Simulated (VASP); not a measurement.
# BN (kk07) (F-43m) in VASP: vibrations by perturbation theory with LDA

Aim: the vibrations by perturbation theory of BN (kk07) with LDA.

Everything below comes from runs of VASP 6.6.1. Logs are shortened: lines on timing, memory, paths and dates and some standing lists are left out, and cuts for length are marked.

**1. The cell of the first run**

Symmetry: F-43m, No. 216, cubic system. The conventional cell has a = 3.580 Å, b = 3.580 Å, c = 3.580 Å, α = 90.00°, β = 90.00°, γ = 90.00°. B (site symmetry -43m) has 4 N at 1.55 Å within 2.1 Å. Within 2.1 Å of N (site symmetry -43m) lie 4 B at 1.55 Å.

**2. Vibrations by perturbation theory, LDA**

File INCAR:

```
SYSTEM = BN
  ALGO = Normal
  EDIFF = 1E-8
  ENCUT = 520
  GGA = CA
  IBRION = 8
  ISIF = 2
  ISMEAR = 0
  LASPH = .True.
  LCHARG = .False.
  LEPSILON = .True.
  LREAL = .False.
  LWAVE = .False.
  NELM = 60
  NSW = 1
  PREC = Accurate
  SIGMA = 0.01
```

File KPOINTS:

```
k-points
0
Gamma
  16 16 16
  0 0 0
```

File POSCAR:

```
BN
1.0
    0.0000000000      1.7899236534      1.7899236534
    1.7899236534      0.0000000000      1.7899236534
    1.7899236534      1.7899236534      0.0000000000
B N
1 1
Direct
    0.0000000000      0.0000000000      0.0000000000
    0.2500000000      0.2500000000      0.2500000000
```

Potentials or basis: VASP PAW LDA potentials, release 64 (B, N).

Launch:

```
> cat potpaw_LDA.64/B/POTCAR potpaw_LDA.64/N/POTCAR > POTCAR
> mpirun -np 1 vasp_std > vasp.out
```

OUTCAR:

```text
SYSTEM = BN
   EDIFF = 1E-8
   ENCUT = 520
   GGA = CA
   IBRION = 8
   ISIF = 2
   ISMEAR = 0
   LASPH = .True.
   LEPSILON = .True.
   LREAL = .False.
   NELM = 60
   NSW = 1
   PREC = Accurate

 ion  position               nearest neighbor table
   1  0.000  0.000  0.000-   2 1.55   2 1.55   2 1.55   2 1.55
   2  0.250  0.250  0.250-   1 1.55   1 1.55   1 1.55   1 1.55

  LATTYP: Found a face centered cubic cell.
 ALAT       =     3.5798473068

  Lattice vectors:

 A1 = (   0.0000000000,   1.7899236534,   1.7899236534)
 A2 = (   1.7899236534,   0.0000000000,   1.7899236534)
 A3 = (   1.7899236534,   1.7899236534,   0.0000000000)

Analysis of symmetry for initial positions (statically):
=====================================================================
 Subroutine PRICEL returns:
 Original cell was already a primitive cell.

 Routine SETGRP: Setting up the symmetry group for a
 face centered cubic supercell.

 Subroutine GETGRP returns: Found 24 space group operations
 (whereof 24 operations were pure point group operations)
 out of a pool of 48 trial point group operations.

The static configuration has the point symmetry T_d .

Analysis of symmetry for dynamics (positions and initial velocities):
=====================================================================
 Subroutine PRICEL returns:
 Original cell was already a primitive cell.

 Routine SETGRP: Setting up the symmetry group for a
 face centered cubic supercell.

 Subroutine GETGRP returns: Found 24 space group operations
 (whereof 24 operations were pure point group operations)
 out of a pool of 48 trial point group operations.

The dynamic configuration has the point symmetry T_d .

 Subroutine INISYM returns: Found 24 space group operations
 (whereof 24 operations are pure point group operations),
 and found     1 'primitive' translations

----------------------------------------------------------------------------------------

                                     Primitive cell

  volume of cell :      11.4692

  direct lattice vectors                    reciprocal lattice vectors
     0.000000000  1.789923653  1.789923653    -0.279341523  0.279341523  0.279341523
     1.789923653  0.000000000  1.789923653     0.279341523 -0.279341523  0.279341523
     1.789923653  1.789923653  0.000000000     0.279341523  0.279341523 -0.279341523

  length of vectors
     2.531334306  2.531334306  2.531334306     0.483833711  0.483833711  0.483833711

  position of ions in fractional coordinates (direct lattice)
     0.000000000  0.000000000  0.000000000
     0.250000000  0.250000000  0.250000000

  ion indices of the primitive-cell ions
   primitive index   ion index
                 1           1
                 2           2

----------------------------------------------------------------------------------------

 KPOINTS: k-points

Automatic generation of k-mesh.
 Grid dimensions read from file:
 generate k-points for:   16   16   16

 Generating k-lattice:

  Cartesian coordinates                     Fractional coordinates (reciprocal lattice)
[... 413 lines left out ...]
  ---------------------------------------------------
  ---------------------------------------------------
  free energy    TOTEN  =        -0.11974393 eV

  energy without entropy =       -0.11974393

------------------------ aborting loop because EDIFF is reached ----------------------------------------

--------------------------------------- Ionic step        2  -------------------------------------------

------------------------ aborting loop because EDIFF is reached ----------------------------------------

--------------------------------------- Ionic step        3  -------------------------------------------

------------------------ aborting loop because EDIFF is reached ----------------------------------------

 PIEZOELECTRIC TENSOR FIELD DIRECTION 3  (e Angst)
 -----------------------------------------------------------------------------
    -0.00036 -0.73571  0.00000           ( -0.00000 -0.01030  0.00000)
    -0.73571 -0.00036  0.00000           ( -0.01030 -0.00000  0.00000)
     0.00000  0.00000  0.00028           (  0.00000  0.00000 -0.00000)

 PIEZOELECTRIC TENSOR FIELD DIRECTION 3  (C/m^2)
 -----------------------------------------------------------------------------
    -0.00050 -1.02774  0.00000
    -1.02774 -0.00050  0.00000
     0.00000  0.00000  0.00039

--------------------------------------- Ionic step        4  -------------------------------------------

------------------------ aborting loop because EDIFF is reached ----------------------------------------

[... ionic steps 5 to 6 ...]

--------------------------------------- Ionic step        7  -------------------------------------------

 Free energy of the ion-electron system (eV)
  ---------------------------------------------------
  ---------------------------------------------------
  free energy    TOTEN  =        -0.22718338 eV

  energy without entropy =       -0.22718338

------------------------ aborting loop because EDIFF is reached ----------------------------------------

 INTERNAL STRAIN TENSOR  FOR ION    2  DIRECTION 1   (eV/Angst):
 -----------------------------------------------------------------------------
    -0.01074  0.00000  0.00000
     0.00000  0.00631 -2.94342
     0.00000 -2.94342  0.00631

 MACROSCOPIC STATIC DIELECTRIC TENSOR (including local field effects in DFT)
 ------------------------------------------------------
           4.563212     0.000000    -0.000000
           0.000000     4.563212    -0.000000
          -0.000000    -0.000000     4.563212
 ------------------------------------------------------

 PIEZOELECTRIC TENSOR (including local field effects)  for field in x, y, z        (e  Angst)
          XX          YY          ZZ          XY          YZ          ZX
  --------------------------------------------------------------------------------
  x     0.00000    -0.00000    -0.00000     0.00000    -0.73607     0.00000
  y    -0.00000    -0.00000    -0.00000     0.00000     0.00000    -0.73607
  z     0.00000     0.00000     0.00000    -0.73607     0.00000     0.00000

 PIEZOELECTRIC TENSOR (including local field effects)  for field in x, y, z        (C/m^2)
          XX          YY          ZZ          XY          YZ          ZX
  --------------------------------------------------------------------------------
  x     0.00000    -0.00000    -0.00000     0.00000    -1.02824     0.00000
  y    -0.00000    -0.00000    -0.00000     0.00000     0.00000    -1.02824
  z     0.00000     0.00000     0.00000    -1.02824     0.00000     0.00000

 BORN EFFECTIVE CHARGES (including local field effects) (in |e|, cummulative output)
 ---------------------------------------------------------------------------------
 ion    1
    1     1.87238     0.00000    -0.00000
    2     0.00000     1.87238    -0.00000
    3     0.00000     0.00000     1.87238
 ion    2
    1    -1.87238    -0.00000     0.00000
    2    -0.00000    -1.87238     0.00000
    3    -0.00000    -0.00000    -1.87238

 INTERNAL STRAIN TENSOR FOR ION    2 for displacements in x,y,z  (eV/Angst):
          X           Y           Z          XY          YZ          ZX
  --------------------------------------------------------------------------------
  x     0.00000     0.00000     0.00000     0.00000    -2.94342     0.00000
  y     0.00000     0.00000     0.00000     0.00000     0.00000    -2.94342
  z     0.00000     0.00000     0.00000    -2.94342     0.00000     0.00000

 SECOND DERIVATIVES (NOT SYMMETRIZED)
 ------------------------------------
               1X          1Y          1Z          2X          2Y          2Z
  1X   -25.740321    0.000000    0.000000   25.740321    0.000000    0.000000
  1Y     0.000000  -25.740321    0.000000    0.000000   25.740321    0.000000
  1Z     0.000000    0.000000  -25.740321    0.000000    0.000000   25.740321
  2X    25.732376    0.000000    0.000000  -25.732376    0.000000    0.000000
  2Y     0.000000   25.732376    0.000000    0.000000  -25.732376    0.000000
  2Z     0.000000    0.000000   25.732376    0.000000    0.000000  -25.732376

 Eigenvectors and eigenvalues of the dynamical matrix
 ----------------------------------------------------

   1 f  =   32.110490 THz   201.756157 2PiTHz 1071.090641 cm-1   132.798255 meV
             X         Y         Z           dx          dy          dz
      0.000000  0.000000  0.000000     0.751239    0.000000    0.000000
      0.894962  0.894962  0.894962    -0.660031    0.000000    0.000000
[... 21 lines left out ...]
   6 f/i=    0.002458 THz     0.015442 2PiTHz    0.081977 cm-1     0.010164 meV
             X         Y         Z           dx          dy          dz
      0.000000  0.000000  0.000000     0.237473   -0.546455   -0.283961
      0.894962  0.894962  0.894962     0.270288   -0.621969   -0.323201

--------------------------------------------------------------------------------------------------------

 MACROSCOPIC STATIC DIELECTRIC TENSOR IONIC CONTRIBUTION
 ------------------------------------------------------
           2.149176     0.000000     0.000000
           0.000000     2.149176     0.000000
           0.000000     0.000000     2.149176
 ------------------------------------------------------

 ELASTIC MODULI CONTR FROM IONIC RELAXATION (kBar)
 Direction    XX          YY          ZZ          XY          YZ          ZX
 --------------------------------------------------------------------------------
 XX           0.0000      0.0000      0.0000      0.0000      0.0000      0.0000
 YY           0.0000      0.0000      0.0000      0.0000      0.0000      0.0000
 ZZ           0.0000      0.0000      0.0000      0.0000      0.0000      0.0000
 XY           0.0000      0.0000      0.0000    -44.2104      0.0000      0.0000
 YZ           0.0000      0.0000      0.0000      0.0000    -44.2104      0.0000
 ZX           0.0000      0.0000      0.0000      0.0000      0.0000    -44.2104
 --------------------------------------------------------------------------------

 PIEZOELECTRIC TENSOR IONIC CONTR  for field in x, y, z        (C/m^2)
          XX          YY          ZZ          XY          YZ          ZX
  --------------------------------------------------------------------------------
  x     0.00000     0.00000     0.00000    -0.00000     0.29005     0.00000
  y     0.00000     0.00000     0.00000    -0.00000     0.00000     0.29005
  z     0.00000     0.00000     0.00000     0.29005     0.00000     0.00000
```

Run time: 4.4 min. Hardware: 1 thread of AMD EPYC 7R13 (Zen 3), shared host; peak memory 0.22 GiB.

What came out:

```
Electronic dielectric tensor (diagonal)                 : 4.56
Born charges (mean of the diagonal)                     : B +1.87; N -1.87 e
Highest phonon frequency at Γ, LO-TO splitting left out : 1071 cm⁻¹
```

Phonon frequencies in cm⁻¹ (negative: imaginary):
```tsv
q point	frequencies
(0.000, 0.000, 0.000)	0 0 0 1071 1071 1071
```

Electronic dielectric tensor:
```
4.56 0.00 0.00
0.00 4.56 0.00
0.00 0.00 4.56
```

Born effective charge tensors (e):
atom 1, B
```
1.87 0.00 0.00
0.00 1.87 0.00
0.00 0.00 1.87
```
atom 2, N
```
-1.87  0.00  0.00
 0.00 -1.87  0.00
 0.00  0.00 -1.87
```

Caveat: the cell wasn't relaxed at this level first, which shifts response properties.
